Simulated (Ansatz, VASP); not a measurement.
Two plane-wave programs on Re

```xyz
4
Lattice="2.7396 0.0000 0.0000 -1.3698 2.3726 0.0000 0.0000 0.0000 8.8313" Properties=species:S:1:pos:R:3 pbc="T T T"
Re    0.0000    0.0000    8.8313
Re   -1.3698    2.3726    4.4156
Re    0.0000    1.5817    2.2078
Re    1.3698    0.7909    6.6235
```

Alike in both runs: task single point; functional PBE; k mesh 17 × 17 × 5; occupations fermi-dirac, width 0.1 eV; no spin polarisation.

```csv
,VASP,Ansatz
version,VASP 6.6.1,Ansatz 0.2.0
potentials or method,"VASP PAW PBE potentials, release 64 (Re), cutoff 520 eV","plane waves (420 eV) with PAW, scalar-relativistic"
valence electrons in the cell,28,60
```

|  | VASP | Ansatz | Ansatz less VASP |
| --- | --- | --- | --- |
| pressure (GPa) | 16.0 | 16.2 | +0.20 |
| traceless stress, the component that is largest in VASP (GPa) | -0.06 | 0.00 | +0.057 |

VASP's potentials hold 28 valence electrons a cell and Ansatz's 60, so a difference there can come from the potentials and not from the codes.

Neither program's run includes spin-orbit coupling.
